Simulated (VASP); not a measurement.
# Ca7Mg9O16 (P1) in VASP: further runs

The runs below take Ca7Mg9O16 through single point, relaxation of volume and atoms at fixed shape, with PBEsol.

All numbers are computed with VASP 6.6.1; they aren't measurements. Logs are shortened: lines on timing, memory, paths and dates and some standing lists are left out, and cuts for length are marked.

### 1 The cell of the first run

The typed cell holds 64 atoms: a = 8.979 Å, b = 8.979 Å, c = 8.979 Å, α = 90.00°, β = 90.00°, γ = 90.00°.

### 2 Single point, PBEsol

Contents of INCAR:

```
SYSTEM = Ca7Mg9O16
PREC = Accurate
ENCUT = 700
EDIFF = 1E-6
ISMEAR = -1
SIGMA = 0.05
LREAL = Auto
LASPH = .True.
NELM = 120
ALGO = Normal
ISIF = 2
LWAVE = .False.
LCHARG = .False.
GGA = PS
ISYM = -1
NBANDS = 222
GGA_COMPAT = .False.
```

Contents of KPOINTS:

```
explicit points
1
Reciprocal
  0.25000000   0.25000000   0.25000000 1
```

Contents of POSCAR:

```
Ca7Mg9O16
1.0
    8.9793351318      0.0000000000      0.0000000000
    0.0000000000      8.9793351318      0.0000000000
    0.0000000000      0.0000000000      8.9793351318
O Mg Ca
32 18 14
Direct
    0.2362860000      0.9886020000      0.0007050000
    0.2359530000      0.9970310000      0.4991880000
    0.2470840000      0.5128070000      0.0001000000
    0.2451490000      0.5027480000      0.4998210000
    0.7665980000      0.9992750000      0.0005280000
    0.7647610000      0.9987430000      0.4990980000
    0.7536410000      0.5023370000      0.9997250000
    0.7547160000      0.5019460000      0.4995750000
    0.0017140000      0.2629190000      0.0026970000
    0.0010050000      0.2563820000      0.4980190000
    0.0106200000      0.7475510000      0.0102970000
    0.0017280000      0.7480330000      0.4908820000
    0.4986270000      0.2653930000      0.0088770000
    0.4985990000      0.2641780000      0.4908790000
    0.4879490000      0.7383850000      0.9927110000
    0.4961530000      0.7371130000      0.5068070000
    0.0002690000      0.9906040000      0.2504180000
    0.0001770000      0.9979210000      0.7499120000
    0.9998140000      0.5118240000      0.2503730000
    0.9998040000      0.5027300000      0.7506330000
    0.5006600000      0.0079290000      0.2497480000
    0.5004070000      0.9903010000      0.7496380000
    0.4995270000      0.4923690000      0.2498570000
    0.4996270000      0.5098710000      0.7502960000
    0.2585330000      0.2337420000      0.2631640000
    0.2518840000      0.2324040000      0.7356120000
    0.2421290000      0.7642460000      0.2566550000
    0.2585170000      0.7644380000      0.7424570000
    0.7410650000      0.2345980000      0.2647280000
    0.7479410000      0.2333040000      0.7332580000
    0.7571580000      0.7645430000      0.2631150000
    0.7407340000      0.7645300000      0.7355890000
    0.0024820000      0.9879340000      0.0043470000
    0.0006110000      0.9941890000      0.4967620000
    0.0032400000      0.5063480000      0.0040610000
    0.0004790000      0.5036190000      0.4961830000
    0.4949340000      0.5033400000      0.9998710000
    0.4985070000      0.5009000000      0.4990830000
    0.2472070000      0.2460640000      0.4978820000
    0.2471270000      0.7523890000      0.0013480000
    0.2457540000      0.7529390000      0.4991260000
    0.7529820000      0.2466770000      0.4978280000
    0.7555260000      0.7528920000      0.4990060000
    0.2423180000      0.9967480000      0.2559650000
    0.2449360000      0.9955150000      0.7434450000
    0.7574490000      0.9988460000      0.2582110000
    0.7553690000      0.9976740000      0.7405400000
    0.0028050000      0.7535680000      0.2539700000
    0.4995960000      0.2492790000      0.2564420000
    0.4965590000      0.7512980000      0.7445420000
    0.4973550000      0.9975810000      0.9995140000
    0.4998670000      0.0000660000      0.4997000000
    0.2491510000      0.2466690000      0.0022480000
    0.7505460000      0.2481660000      0.0022590000
    0.7512880000      0.7520830000      0.9998210000
    0.2494070000      0.5019900000      0.2522600000
    0.2508840000      0.5052680000      0.7476840000
    0.7497590000      0.5000070000      0.2532570000
    0.7485660000      0.5028860000      0.7459750000
    0.9998930000      0.2462110000      0.2531430000
    0.9999850000      0.2473680000      0.7470250000
    0.0022160000      0.7525460000      0.7473320000
    0.4998730000      0.2503460000      0.7448220000
    0.4974650000      0.7507310000      0.2531840000
```

Potentials or basis: VASP PAW PBE potentials, release 64 (O, Mg, Ca_sv).

The run is started by

```
$ cat potpaw_PBE.64/O/POTCAR potpaw_PBE.64/Mg/POTCAR potpaw_PBE.64/Ca_sv/POTCAR > POTCAR
$ mpirun -np 1 vasp_std > vasp.out
```

OUTCAR:

```text
SYSTEM = Ca7Mg9O16
   PREC = Accurate
   ENCUT = 700
   EDIFF = 1E-6
   ISMEAR = -1
   LREAL = Auto
   LASPH = .True.
   NELM = 120
   ISIF = 2
   GGA = PS
   ISYM = -1

 ion  position               nearest neighbor table
   1  0.236  0.989  0.001-  33 2.10  40 2.12  44 2.29  45 2.31  53 2.32  51 2.35
   2  0.236  0.997  0.499-  34 2.11  44 2.18  41 2.19  45 2.19  39 2.24  52 2.37
   3  0.247  0.513  0.000-  40 2.15  35 2.19  37 2.23  56 2.27  57 2.27  53 2.39
   4  0.245  0.503  0.500-  36 2.20  56 2.22  57 2.23  41 2.25  38 2.28  39 2.30
   5  0.767  0.999  0.001-  33 2.12  55 2.22  54 2.24  46 2.32  47 2.34  51 2.42
   6  0.765  0.999  0.499-  34 2.12  46 2.16  47 2.17  43 2.21  42 2.23  52 2.38
[... 54 lines left out ...]
  47  0.755  0.998  0.741-  32 2.10  30 2.12   6 2.17  18 2.20  22 2.29   5 2.34  43 3.09  34 3.11
                            42 3.12  62 3.12  61 3.14  52 3.15  55 3.21  50 3.21  63 3.23  33 3.25
  48  0.003  0.754  0.254-  12 2.13  17 2.13  27 2.15  19 2.17  11 2.19  31 2.21  44 3.06  34 3.07
                            33 3.07  41 3.10  46 3.12  36 3.13  43 3.13  40 3.16  35 3.16  56 3.16
  49  0.500  0.249  0.256-  14 2.11  21 2.17  25 2.17  29 2.17  23 2.18  13 2.23  52 3.13  39 3.14
                            38 3.14  42 3.14  58 3.18  56 3.19  53 3.20  54 3.21  46 3.23  51 3.23
  50  0.497  0.751  0.745-  16 2.14  28 2.14  22 2.15  24 2.17  32 2.20  15 2.23  57 3.12  52 3.13
                            38 3.15  45 3.15  41 3.15  59 3.18  51 3.18  37 3.20  43 3.20  47 3.21
  51  0.497  0.998  1.000-  22 2.24  21 2.25  15 2.33   1 2.35  13 2.41   5 2.42  40 3.15  53 3.16
                            55 3.17  50 3.18  45 3.23  49 3.23  44 3.25  47 3.28  46 3.29
  52  0.500  0.000  0.500-  21 2.25  22 2.25  16 2.36   2 2.37  14 2.37   6 2.38  49 3.13  50 3.13
                            63 3.15  64 3.15  47 3.15  39 3.17  45 3.17  46 3.17  42 3.17  41 3.18
  53  0.249  0.247  0.002-   9 2.23  13 2.25   1 2.32  25 2.35   3 2.39  26 2.40  51 3.16  37 3.19
                            44 3.20  49 3.20  33 3.21  35 3.21  45 3.24
  54  0.751  0.248  0.002-   5 2.24   9 2.26  13 2.27   7 2.28  29 2.36  30 2.42  49 3.21  46 3.21
                            37 3.24  35 3.24  33 3.25  47 3.25
  55  0.751  0.752  1.000-   5 2.22   7 2.24  11 2.33  31 2.37  15 2.37  32 2.38  33 3.09  35 3.16
                            51 3.17  47 3.21  37 3.21  46 3.21  48 3.21  50 3.24
  56  0.249  0.502  0.252-   4 2.22  19 2.24  23 2.25   3 2.27  27 2.36  25 2.41  36 3.13  35 3.14
                            38 3.15  64 3.15  41 3.16  37 3.16  48 3.16  40 3.18  39 3.19  49 3.19
  57  0.251  0.505  0.748-   4 2.23  24 2.23  20 2.25   3 2.27  28 2.33  26 2.45  50 3.12  62 3.15
                            38 3.15  41 3.15  37 3.15  40 3.18  36 3.19  35 3.20  39 3.23
  58  0.750  0.500  0.253-   8 2.21  19 2.25  23 2.25   7 2.28  31 2.38  29 2.39  36 3.13  38 3.16
                            42 3.16  43 3.17  49 3.18  35 3.19  48 3.22  37 3.23
  59  0.749  0.503  0.746-   8 2.21  24 2.24  20 2.26   7 2.28  32 2.35  30 2.42  38 3.16  43 3.16
                            50 3.18  36 3.19  42 3.20  37 3.22  35 3.26
  60  1.000  0.246  0.253-  10 2.20   9 2.25  17 2.30  25 2.33  29 2.33  19 2.39  46 3.11  42 3.12
                            44 3.12  39 3.12  34 3.15  36 3.18  33 3.22  35 3.23
  61  1.000  0.247  0.747-  10 2.24  18 2.24  26 2.27  30 2.27  20 2.29   9 2.30  47 3.14  42 3.15
                            39 3.15  45 3.15  34 3.20  36 3.22  35 3.28  33 3.28
  62  0.002  0.753  0.747-  18 2.20  20 2.24  12 2.30  28 2.30  32 2.35  11 2.36  45 3.08  41 3.12
                            47 3.12  34 3.13  33 3.13  43 3.14  57 3.15  40 3.17  36 3.18  35 3.19
  63  0.500  0.250  0.745-  26 2.23  30 2.24  14 2.28  24 2.33  22 2.34  13 2.37  52 3.15  38 3.15
                            39 3.17  42 3.18  37 3.23  47 3.23  45 3.24
  64  0.497  0.751  0.253-  16 2.28  27 2.30  21 2.31  23 2.32  31 2.34  15 2.34  38 3.15  52 3.15
[... 42 lines left out ...]
   TEBEG  =    0.0;   TEEND  =   0.0 temperature during run
   PSTRESS=    0.0 pullay stress
   NELECT =     368.0000    total number of electrons
   NUPDOWN=      -1.0000    fix difference up-down
   EMIN   =  10.00;   EMAX   =-10.00  energy-range for DOS
   EFERMI =   0.00;   METHOD = LEGACY
   ISMEAR =    -1;   SIGMA  =   0.05  broadening in eV -4-tet -1-fermi 0-gaus
   EFERMI_NEDOS =   21; number of points for ismear=-14 and -15
   IALGO  =     38    algorithm
   IMIX   =      4    mixing-type and parameters
     AMIX     =   0.40;   BMIX     =  1.00
     AMIX_MAG =   1.60;   BMIX_MAG =  1.00
  volume/ion in A,a.u.               =      11.31        76.34
  Fermi-wavevector in a.u.,A,eV,Ry     =   1.306512  2.468949 23.224770  1.706972
  Thomas-Fermi vector in A             =   2.437309
   LORBIT       =      0    0 simple, 1 ext, 2 COOP (PROOUT), +10 PAW based schemes
   GGA     = PS    functional components
   LHFCALC =     F    Hartree Fock is set to
   AEXX    =    0.0000 exact exchange contribution
   IVDW    =     0    specifies the selected vdW correction
   LEPSILON=     F    determine dielectric tensor
   LRPA    =     F    only Hartree local field effects (RPA)
 non-spin polarized calculation
  energy-cutoff  :      700.00
  volume of cell :      723.99
 maximum number of plane-waves:     30451
 NGX is ok and might be reduce to    80
   NGX = 39   NGY = 39   NGZ = 39

 number of electron     367.9999993 magnetization

 Free energy of the ion-electron system (eV)
  ---------------------------------------------------
  ext. energy  EPLUGINS =         0.00000000
  ---------------------------------------------------
  free energy    TOTEN  =      -406.55342522 eV

  energy without entropy =     -406.55342522  energy(sigma->0) =     -406.55342522

 E-fermi :   3.6755     XC(G=0): -11.0269

 val. band max:        2.4510765426   @ k =   0.2500   0.2500   0.2500
 cond. band min:       7.4818529590   @ k =   0.2500   0.2500   0.2500
 fundamental gap:      5.0307764164
 Fermi energy:         3.6754561266

 k-point     1 :       0.2500    0.2500    0.2500
  band No.  band energies     occupation
      1     -34.4362      2.00000
      2     -34.3700      2.00000
      3     -34.3471      2.00000
      4     -34.3241      2.00000
      5     -34.2989      2.00000
      6     -34.1543      2.00000
[... 188 lines left out ...]
    195       8.8359      0.00000
    196       8.9265      0.00000
 [bands above 196 left out]

------------------------ aborting loop because EDIFF is reached ----------------------------------------

  FORCE on cell =-STRESS in cart. coord.  units (eV):
  Direction    XX          YY          ZZ          XY          YZ          ZX
  --------------------------------------------------------------------------------------
  -------------------------------------------------------------------------------------
  Total        2.5052077     -4.3492477      2.5143565     -0.0079259     -0.4352936     -0.3347305
  in kB        5.5439815     -9.6248104      5.5642278     -0.0175400     -0.9632973     -0.7407529
  external PRESSURE =       0.4944663 kB  Pullay stress =       0.0000000 kB

 VOLUME and BASIS-vectors are now :
 -----------------------------------------------------------------------------
  energy-cutoff  :      700.00
  volume of cell :      723.99
      direct lattice vectors                 reciprocal lattice vectors
     8.979335132  0.000000000  0.000000000     0.111366820  0.000000000  0.000000000
     0.000000000  8.979335132  0.000000000     0.000000000  0.111366820  0.000000000
     0.000000000  0.000000000  8.979335132     0.000000000  0.000000000  0.111366820

 POSITION                                       TOTAL-FORCE (eV/Angst)
 -----------------------------------------------------------------------------------
      2.12169      8.87699      0.00633        -0.045507     -0.036832      0.003096
      2.11870      8.95268      4.48238        -0.038822     -0.003491     -0.000490
      2.21865      4.60467      0.00090        -0.006493      0.039604     -0.001282
      2.20128      4.51434      4.48806        -0.002863     -0.000633      0.001461
      6.88354      8.97283      0.00474         0.043690      0.003575      0.000258
      6.86705      8.96805      4.48157         0.038372     -0.001554     -0.001160
[... 56 lines left out ...]
      4.48853      2.24794      6.68801        -0.000341      0.003618      0.012121
      4.46690      6.74107      2.27342         0.003663     -0.002354     -0.006554
 -----------------------------------------------------------------------------------
    total drift:                                0.005088     -0.004604      0.013067

  FREE ENERGIE OF THE ION-ELECTRON SYSTEM (eV)
  ---------------------------------------------------
  free  energy   TOTEN  =      -406.5534252177 eV

  energy  without entropy=     -406.5534252176  energy(sigma->0) =     -406.55342522
```

It took 6.7 min on 1 thread of Intel Xeon 6975P-C (Granite Rapids), shared host; peak memory 1.1 GiB.

Results:

* Free energy: -406.5534 eV
* Pressure: 0.0 GPa
* Largest force: 0.073 eV/Å
* Band gap on the k mesh: 5.03 eV

Forces on the atoms (eV/Å):
```
O   -0.046 -0.037  0.003
O   -0.039 -0.003  0.000
O   -0.006  0.040 -0.001
O   -0.003 -0.001  0.001
O    0.044  0.004  0.000
O    0.038 -0.002 -0.001
O    0.006 -0.005 -0.002
O    0.003  0.000  0.001
O   -0.003  0.017 -0.005
O    0.001  0.008  0.010
O    0.038 -0.005  0.035
O    0.001 -0.005 -0.039
O    0.005  0.046  0.039
O   -0.001  0.042 -0.042
O   -0.040 -0.045 -0.041
O   -0.002 -0.042  0.045
O    0.000 -0.038 -0.002
O    0.001  0.004  0.002
O   -0.003  0.031  0.002
O   -0.003 -0.006  0.004
O    0.003  0.046 -0.004
O    0.003 -0.039  0.002
O    0.002 -0.041 -0.003
O    0.000  0.039  0.004
O    0.043 -0.037  0.039
O   -0.006 -0.040 -0.040
O   -0.040  0.038  0.002
O    0.045  0.040 -0.003
O   -0.042 -0.038  0.039
O    0.006 -0.041 -0.039
O    0.039  0.038  0.038
O   -0.039  0.041 -0.039
Mg   0.001 -0.009  0.003
Mg  -0.001 -0.005 -0.003
Mg   0.001  0.005  0.001
Mg   0.001  0.003 -0.003
Mg  -0.004  0.000  0.000
Mg  -0.001 -0.001  0.000
Mg   0.000 -0.004  0.000
Mg  -0.003  0.000  0.001
Mg  -0.004  0.003 -0.002
Mg   0.000 -0.005 -0.001
Mg   0.005  0.004  0.000
Mg  -0.008 -0.001  0.005
Mg  -0.002 -0.001 -0.006
Mg   0.008  0.000  0.009
Mg   0.003 -0.001 -0.009
Mg   0.003  0.004  0.003
Mg   0.001  0.002  0.005
Mg  -0.002  0.000 -0.003
Ca   0.004  0.007 -0.001
Ca   0.001  0.002  0.000
Ca   0.003  0.002 -0.006
Ca  -0.003  0.004 -0.004
Ca  -0.004 -0.004 -0.002
Ca   0.000 -0.005 -0.007
Ca  -0.001 -0.009  0.006
Ca   0.000 -0.003 -0.011
Ca   0.000 -0.005  0.009
Ca  -0.002  0.004 -0.009
Ca  -0.001  0.007  0.009
Ca  -0.003 -0.006  0.005
Ca   0.000  0.004  0.012
Ca   0.004 -0.002 -0.007
```

Stress tensor (GPa, compression positive):
```
 0.55  0.00 -0.07
 0.00 -0.96 -0.10
-0.07 -0.10  0.56
```

Caveat: the PAW data sets were made with another functional, which shifts forces and pressure a little; a shifted mesh leaves out Γ, where band edges can lie. A k mesh can miss the band edges.

[end of part 1 of 2]
